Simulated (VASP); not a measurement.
# WC in VASP: notebook

The runs below take WC through single point, relaxation of cell and atoms, with PBE, HSE06, r2SCAN.

Everything below comes from runs of VASP 6.6.1. Logs are shortened: lines on timing, memory, paths and dates and some standing lists are left out, and cuts for length are marked.

### 1 The cell of the first run

It takes space group F-43m (No. 216, cubic). Conventional cell: a = 4.604 Å, b = 4.604 Å, c = 4.604 Å, α = 90.00°, β = 90.00°, γ = 90.00°. Within 2.6 Å of W (site symmetry -43m) lie 4 C at 1.99 Å. Within 2.6 Å of C (site symmetry -43m) lie 4 W at 1.99 Å.

### 2 Single point, PBE

INCAR reads:

```
PREC     = Accurate       # precision mode
ENCUT    = 520            # plane-wave cutoff, eV
EDIFF    = 1E-6           # SCF threshold, eV
ISMEAR   = -1             # smearing method
SIGMA    = 0.05           # smearing width, eV
LREAL    = F              # projectors in reciprocal space
LASPH    = T              # aspherical terms in the spheres
NELM     = 100            # most SCF steps
ALGO     = Normal         # electronic algorithm
ISIF     = 2              # what is computed and relaxed
LWAVE    = F              # write WAVECAR
LCHARG   = T              # write CHGCAR
GGA      = PE             # functional
LELF     = T              # ELF
LVHAR    = T            
NBANDS   = 16             # bands
```

KPOINTS reads:

```
Automatic mesh
0
Gamma
  10 10 10
```

POSCAR reads:

```
WC
1.0
    0.0000000000      2.3021091000      2.3021091000
    2.3021091000      0.0000000000      2.3021091000
    2.3021091000      2.3021091000      0.0000000000
W C
1 1
Direct
    0.0000000000      0.0000000000      0.0000000000
    0.7500000000      0.7500000000      0.7500000000
```

Potentials or basis: VASP PAW PBE potentials, release 64 (W_sv, C).

Run with:

```
$ cat potpaw_PBE.64/W_sv/POTCAR potpaw_PBE.64/C/POTCAR > POTCAR
$ mpirun -np 1 vasp_std > vasp.out
```

OUTCAR:

```text
PREC = Accurate
   ENCUT = 520
   EDIFF = 1E-6
   ISMEAR = -1
   LREAL = F
   LASPH = T
   NELM = 100
   ISIF = 2
   GGA = PE

 ion  position               nearest neighbor table
   1  0.000  0.000  0.000-   2 1.99   2 1.99   2 1.99   2 1.99
   2  0.750  0.750  0.750-   1 1.99   1 1.99   1 1.99   1 1.99

  LATTYP: Found a face centered cubic cell.
 ALAT       =     4.6042182000

  Lattice vectors:

 A1 = (   0.0000000000,   2.3021091000,   2.3021091000)
 A2 = (   2.3021091000,   0.0000000000,   2.3021091000)
 A3 = (   2.3021091000,   2.3021091000,   0.0000000000)

Analysis of symmetry for initial positions (statically):
=====================================================================
 Subroutine PRICEL returns:
 Original cell was already a primitive cell.

 Routine SETGRP: Setting up the symmetry group for a
 face centered cubic supercell.

 Subroutine GETGRP returns: Found 24 space group operations
 (whereof 24 operations were pure point group operations)
 out of a pool of 48 trial point group operations.

The static configuration has the point symmetry T_d .

Analysis of symmetry for dynamics (positions and initial velocities):
=====================================================================
 Subroutine PRICEL returns:
 Original cell was already a primitive cell.

 Routine SETGRP: Setting up the symmetry group for a
 face centered cubic supercell.

 Subroutine GETGRP returns: Found 24 space group operations
 (whereof 24 operations were pure point group operations)
 out of a pool of 48 trial point group operations.

The dynamic configuration has the point symmetry T_d .

 Subroutine INISYM returns: Found 24 space group operations
 (whereof 24 operations are pure point group operations),
 and found     1 'primitive' translations

----------------------------------------------------------------------------------------

                                     Primitive cell

  volume of cell :      24.4010

  direct lattice vectors                    reciprocal lattice vectors
     0.000000000  2.302109100  2.302109100    -0.217192139  0.217192139  0.217192139
     2.302109100  0.000000000  2.302109100     0.217192139 -0.217192139  0.217192139
     2.302109100  2.302109100  0.000000000     0.217192139  0.217192139 -0.217192139

  length of vectors
     3.255673911  3.255673911  3.255673911     0.376187820  0.376187820  0.376187820

  position of ions in fractional coordinates (direct lattice)
     0.000000000  0.000000000  0.000000000
     0.750000000  0.750000000  0.750000000

  ion indices of the primitive-cell ions
   primitive index   ion index
                 1           1
                 2           2

----------------------------------------------------------------------------------------

 KPOINTS: Automatic mesh

Automatic generation of k-mesh.
 Grid dimensions read from file:
 generate k-points for:   10   10   10

 Generating k-lattice:

  Cartesian coordinates                     Fractional coordinates (reciprocal lattice)
    -0.021719214  0.021719214  0.021719214     0.100000000  0.000000000  0.000000000
     0.021719214 -0.021719214  0.021719214     0.000000000  0.100000000  0.000000000
     0.021719214  0.021719214 -0.021719214     0.000000000  0.000000000  0.100000000

  Length of vectors
     0.037618782  0.037618782  0.037618782

  Shift w.r.t. Gamma in fractional coordinates (k-lattice)
     0.000000000  0.000000000  0.000000000

 Subroutine IBZKPT returns following result:
 ===========================================

 Found     47 irreducible k-points:

 Following reciprocal coordinates:
            Coordinates               Weight
  0.000000  0.000000  0.000000      1.000000
  0.100000  0.000000  0.000000      8.000000
  0.200000  0.000000  0.000000      8.000000
  0.300000  0.000000  0.000000      8.000000
  0.400000  0.000000  0.000000      8.000000
  0.500000  0.000000  0.000000      4.000000
[... 16 lines left out ...]
  0.300000  0.300000  0.000000      6.000000
  0.400000  0.300000  0.000000     24.000000
 [... further k-points ...]
   k-points           NKPTS =     47   k-points in BZ     NKDIM =     47   number of bands    NBANDS=     16
   number of dos      NEDOS =    301   number of ions     NIONS =      2
   total plane-waves  NPLWV =  13824
   dimension x,y,z NGX =    24 NGY =   24 NGZ =   24
   dimension x,y,z NGXF=    48 NGYF=   48 NGZF=   48
   ions per type =               1   1
   NGX,Y,Z   is equivalent  to a cutoff of  12.26, 12.26, 12.26 a.u.
   NGXF,Y,Z  is equivalent  to a cutoff of  24.51, 24.51, 24.51 a.u.
 SYSTEM =  unknown system
   PREC   = accura    normal or accurate (medium, high low for compatibility)
   ISTART =      0    job   : 0-new  1-cont  2-samecut
   ICHARG =      2    charge: 1-file 2-atom 10-const
   ISPIN  =      1    spin polarized calculation?
   LNONCOLLINEAR =      F non collinear calculations
   LSORBIT =      F    spin-orbit coupling
   LASPH  =      T    aspherical Exc in radial PAW
   ENCUT  =  520.0 eV  38.22 Ry    6.18 a.u.   6.05  6.05  6.05*2*pi/ulx,y,z
   NELM   =    100;   NELMIN=  2; NELMDL= -5     # of ELM steps
   EDIFF  = 0.1E-05   stopping-criterion for ELM
   LREAL  =      F    real-space projection
   EDIFFG = 0.1E-04   stopping-criterion for IOM
   NSW    =      0    number of steps for IOM
   IBRION =     -1    ionic relax: 0-MD 1-quasi-New 2-CG
   NFREE  =      0    steps in history (QN), initial steepest desc. (CG)
   ISIF   =      2    stress and relaxation
   ISYM   =      2    0-nonsym 1-usesym 2-fastsym
   POTIM  = 0.5000    time-step for ionic-motion
   TEBEG  =    0.0;   TEEND  =   0.0 temperature during run
   PSTRESS=    0.0 pullay stress
   NELECT =      18.0000    total number of electrons
   NUPDOWN=      -1.0000    fix difference up-down
   EMIN   =  10.00;   EMAX   =-10.00  energy-range for DOS
   EFERMI =   0.00;   METHOD = LEGACY
   ISMEAR =    -1;   SIGMA  =   0.05  broadening in eV -4-tet -1-fermi 0-gaus
   EFERMI_NEDOS =   21; number of points for ismear=-14 and -15
   IALGO  =     38    algorithm
   IMIX   =      4    mixing-type and parameters
     AMIX     =   0.40;   BMIX     =  1.00
     AMIX_MAG =   1.60;   BMIX_MAG =  1.00
  volume/ion in A,a.u.               =      12.20        82.33
  Fermi-wavevector in a.u.,A,eV,Ry     =   1.479210  2.795301 29.770385  2.188062
  Thomas-Fermi vector in A             =   2.593396
   LORBIT       =      0    0 simple, 1 ext, 2 COOP (PROOUT), +10 PAW based schemes
   GGA     = PE    functional components
   LHFCALC =     F    Hartree Fock is set to
   AEXX    =    0.0000 exact exchange contribution
   IVDW    =     0    specifies the selected vdW correction
   LEPSILON=     F    determine dielectric tensor
   LRPA    =     F    only Hartree local field effects (RPA)
 non-spin polarized calculation
  energy-cutoff  :      520.00
  volume of cell :       24.40
 maximum number of plane-waves:       678
   NGX = 13   NGY = 13   NGZ = 13

 number of electron      18.0000001 magnetization

 Free energy of the ion-electron system (eV)
  ---------------------------------------------------
  ext. energy  EPLUGINS =         0.00000000
  ---------------------------------------------------
  free energy    TOTEN  =       -21.01637594 eV

  energy without entropy =      -21.01007433  energy(sigma->0) =      -21.01322513

 E-fermi :   9.6814     XC(G=0): -12.6410

 val. band max:        9.6366603808   @ k =  -0.1000   0.1000   0.0000
 cond. band min:       9.7463352835   @ k =  -0.3000   0.3000   0.1000
 fundamental gap:      0.1096749027
 Fermi energy:         9.6814261567

 k-point     1 :       0.0000    0.0000    0.0000
  band No.  band energies     occupation
      1     -65.0296      2.00000
      2     -29.1803      2.00000
      3     -29.1803      2.00000
      4     -29.1803      2.00000
      5      -4.4972      2.00000
      6       3.6527      2.00000
[... 8 lines left out ...]
     15      24.4056      0.00000
     16      24.4056      0.00000

 k-point     2 :       0.1000    0.0000    0.0000
  band No.  band energies     occupation
      1     -65.0277      2.00000
      2     -29.2185      2.00000
      3     -29.1859      2.00000
      4     -29.1859      2.00000
      5      -4.2923      2.00000
      6       3.4944      2.00000
[... 8 lines left out ...]
     15      22.5878      0.00000
     16      24.3371      0.00000

 k-point     3 :       0.2000    0.0000    0.0000
  band No.  band energies     occupation
      1     -65.0228      2.00000
      2     -29.3175      2.00000
      3     -29.2006      2.00000
      4     -29.2006      2.00000
      5      -3.7530      2.00000
      6       3.2238      2.00000
[... 8 lines left out ...]
     15      19.8831      0.00000
     16      24.4691      0.00000

 k-point     4 :       0.3000    0.0000    0.0000
  band No.  band energies     occupation
      1     -65.0168      2.00000
      2     -29.4375      2.00000
      3     -29.2187      2.00000
      4     -29.2187      2.00000
      5      -3.1019      2.00000
      6       3.2055      2.00000
[... 8 lines left out ...]
     15      18.7073      0.00000
     16      25.3395      0.00000

 k-point     5 :       0.4000    0.0000    0.0000
  band No.  band energies     occupation
      1     -65.0120      2.00000
      2     -29.5328      2.00000
      3     -29.2333      2.00000
      4     -29.2333      2.00000
      5      -2.6231      2.00000
      6       3.5766      2.00000
[... 8 lines left out ...]
     15      20.3125      0.00000
     16      26.4799      0.00000

 k-point     6 :       0.5000    0.0000    0.0000
  band No.  band energies     occupation
      1     -65.0100      2.00000
      2     -29.5688      2.00000
      3     -29.2389      2.00000
      4     -29.2389      2.00000
      5      -2.4609      2.00000
      6       3.8760      2.00000
[... 8 lines left out ...]
     15      21.3808      0.00000
     16      26.9653      0.00000

 k-point     7 :       0.1000    0.1000    0.0000
  band No.  band energies     occupation
      1     -65.0271      2.00000
      2     -29.2178      2.00000
      3     -29.1945      2.00000
      4     -29.1945      2.00000
      5      -4.2230      2.00000
      6       3.3523      2.00000
[... 8 lines left out ...]
     15      23.1468      0.00000
     16      23.7184      0.00000

 k-point     8 :       0.2000    0.1000    0.0000
  band No.  band energies     occupation
      1     -65.0232      2.00000
      2     -29.2915      2.00000
      3     -29.2116      2.00000
      4     -29.2057      2.00000
      5      -3.7911      2.00000
      6       3.0790      2.00000
[... 8 lines left out ...]
     15      21.0240      0.00000
     16      23.4594      0.00000

 k-point     9 :       0.3000    0.1000    0.0000
  band No.  band energies     occupation
      1     -65.0176      2.00000
      2     -29.4010      2.00000
      3     -29.2306      2.00000
      4     -29.2238      2.00000
      5      -3.1661      2.00000
      6       2.9895      2.00000
[... 8 lines left out ...]
     15      19.3403      0.00000
     16      24.0778      0.00000
[... 172 lines left out ...]
 k-point    19 :       0.5000    0.2000    0.0000
  band No.  band energies     occupation
      1     -65.0079      2.00000
      2     -29.5208      2.00000
      3     -29.3144      2.00000
      4     -29.2698      2.00000
      5      -2.1183      2.00000
      6       3.2351      2.00000
[... 8 lines left out ...]
     15      21.6350      0.00000
     16      25.0296      0.00000

 k-point    20 :      -0.4000    0.2000    0.0000
  band No.  band energies     occupation
      1     -65.0075      2.00000
      2     -29.5222      2.00000
      3     -29.3339      2.00000
      4     -29.2589      2.00000
      5      -2.0832      2.00000
      6       3.7084      2.00000
[... 8 lines left out ...]
     15      21.7076      0.00000
     16      24.4167      0.00000

 k-point    21 :      -0.3000    0.2000    0.0000
  band No.  band energies     occupation
      1     -65.0101      2.00000
      2     -29.4808      2.00000
      3     -29.3286      2.00000
      4     -29.2391      2.00000
      5      -2.3343      2.00000
      6       3.5928      2.00000
[... 8 lines left out ...]
     15      20.0695      0.00000
     16      23.6578      0.00000

 k-point    22 :      -0.2000    0.2000    0.0000
  band No.  band energies     occupation
      1     -65.0147      2.00000
      2     -29.4208      2.00000
      3     -29.2913      2.00000
      4     -29.2177      2.00000
      5      -2.8325      2.00000
      6       3.1389      2.00000
[... 8 lines left out ...]
     15      19.5166      0.00000
     16      22.5965      0.00000

 k-point    23 :       0.3000    0.3000    0.0000
  band No.  band energies     occupation
      1     -65.0126      2.00000
      2     -29.4292      2.00000
      3     -29.2771      2.00000
      4     -29.2771      2.00000
      5      -2.5829      2.00000
      6       2.1910      2.00000
[... 8 lines left out ...]
     15      22.1162      0.00000
     16      23.9750      0.00000

 k-point    24 :       0.4000    0.3000    0.0000
  band No.  band energies     occupation
      1     -65.0087      2.00000
      2     -29.4819      2.00000
      3     -29.3057      2.00000
      4     -29.2940      2.00000
      5      -2.1647      2.00000
      6       2.1806      2.00000
[... 8 lines left out ...]
     15      21.9765      0.00000
     16      24.8266      0.00000

 [... further k-points ...]
[... 5 lines left out ...]
  --------------------------------------------------------------------------------------
  -------------------------------------------------------------------------------------
  Total        2.8851605      2.8851605      2.8851605      0.0000000      0.0000000      0.0000000
  in kB      189.4405111    189.4405111    189.4405111      0.0000000      0.0000000      0.0000000
  external PRESSURE =     189.4405111 kB  Pullay stress =       0.0000000 kB

 VOLUME and BASIS-vectors are now :
 -----------------------------------------------------------------------------
  energy-cutoff  :      520.00
  volume of cell :       24.40
      direct lattice vectors                 reciprocal lattice vectors
     0.000000000  2.302109100  2.302109100    -0.217192139  0.217192139  0.217192139
     2.302109100  0.000000000  2.302109100     0.217192139 -0.217192139  0.217192139
     2.302109100  2.302109100  0.000000000     0.217192139  0.217192139 -0.217192139

 POSITION                                       TOTAL-FORCE (eV/Angst)
 -----------------------------------------------------------------------------------
      0.00000      0.00000      0.00000        -0.000000     -0.000000     -0.000000
      3.45316      3.45316      3.45316         0.000000      0.000000      0.000000
 -----------------------------------------------------------------------------------
    total drift:                                0.000001      0.000001      0.000000

  FREE ENERGIE OF THE ION-ELECTRON SYSTEM (eV)
  ---------------------------------------------------
  free  energy   TOTEN  =       -21.0163759404 eV

  energy  without entropy=      -21.0100743253  energy(sigma->0) =      -21.01322513
```

It took 8.1 s on 1 thread of Intel Xeon Platinum 8488C (Sapphire Rapids), shared host; peak memory 0.14 GiB.

What came out:

```
Free energy            : -21.0164 eV
Pressure               : 18.9 GPa
Band gap on the k mesh : zero (band 9 reaches 10.56 eV, above the bottom of band 10 at 9.30 eV)
```

Caveat: spin-orbit coupling is left out, which moves the levels of the heavy elements.

(Part 1 of 2 ends here.)
